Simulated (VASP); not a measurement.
Wanted: the native input for a VASP 6.6.1 run.

* Task: single point
* Functional: HSE06
* Potentials or basis: VASP PAW PBE potentials, release 64 (Ba_sv, S)
* Cutoff: 520 eV
* k mesh: 4 × 4 × 4
* Occupations: gaussian, width 0.01 eV
* Spin: no spin polarisation
* Dipole correction: no
* Grid for exact exchange (PRECFOCK): Normal
* Further INCAR settings: ALGO = Normal; EDIFF = 1e-06; NBANDS = 15
* Share of exact exchange: 0.25
* Screening parameter: 0.2079 1/Å

Crystal: BaS.

```xyz
2
Lattice="0.0000 3.5194 3.5194 3.5722 0.0000 3.5194 3.5722 3.5194 0.0000" Properties=species:S:1:pos:R:3 pbc="T T T"
Ba    0.0000    0.0000    0.0000
S     1.7861    1.7597    1.7597
```

This cell differs from its parent crystal: uniaxial x strain +1.5%.

These files were run (other wordings do the same):

POSCAR

```
BaS
1.0
    0.0000000000      3.5194117709      3.5194117709
    3.5722029475      0.0000000000      3.5194117709
    3.5722029475      3.5194117709      0.0000000000
Ba S
1 1
Direct
    0.0000000000      0.0000000000      0.0000000000
    0.2500000000      0.2500000000      0.2500000000
```

INCAR.step1

```
SYSTEM = BaS
  ALGO = Normal
  EDIFF = 1E-5
  ENCUT = 520
  GGA = PE
  ISIF = 2
  ISMEAR = 0
  LASPH = .TRUE.
  LCHARG = .FALSE.
  LREAL = .FALSE.
  LWAVE = .TRUE.
  NBANDS = 15
  NELM = 60
  PREC = Accurate
  SIGMA = 0.01
```

INCAR.step2

```
SYSTEM = BaS
  ALGO = Normal
  EDIFF = 1E-6
  ENCUT = 520
  GGA = PE
  HFSCREEN = 0.2079
  ISIF = 2
  ISMEAR = 0
  ISTART = 1
  LASPH = .TRUE.
  LCHARG = .FALSE.
  LHFCALC = .TRUE.
  LREAL = .FALSE.
  LWAVE = .FALSE.
  NBANDS = 15
  NELM = 60
  PREC = Accurate
  PRECFOCK = Normal
  SIGMA = 0.01
```

KPOINTS

```
k-points
0
G
  4 4 4
  0 0 0
```

Potentials or basis: VASP PAW PBE potentials, release 64 (Ba_sv, S).

Run with:

```bash
$ cat potpaw_PBE.64/Ba_sv/POTCAR potpaw_PBE.64/S/POTCAR > POTCAR
$ cp INCAR.step1 INCAR
$ mpirun -np 1 vasp_std > vasp.out
$ cp INCAR.step2 INCAR
$ mpirun -np 1 vasp_std > vasp.out
```

It gave:

| Quantity | Value |
| --- | --- |
| Pressure | -0.3 GPa |
| Band gap on the k mesh | 3.61 eV (least direct gap 4.30 eV) |

Caveat: the cell differs from its parent crystal (uniaxial x strain +1.5%); the structure was generated, so it needn't be the stable form of BaS; the PAW data sets were made with another functional, which shifts forces and pressure a little; spin-orbit coupling is left out, which moves the levels of the heavy elements.

Wall time 18 min on 1 thread of Intel(R) Xeon(R) Platinum 8375C CPU @ 2.90GHz (Ice Lake), with other jobs on the host, peak memory 0.36 GiB.
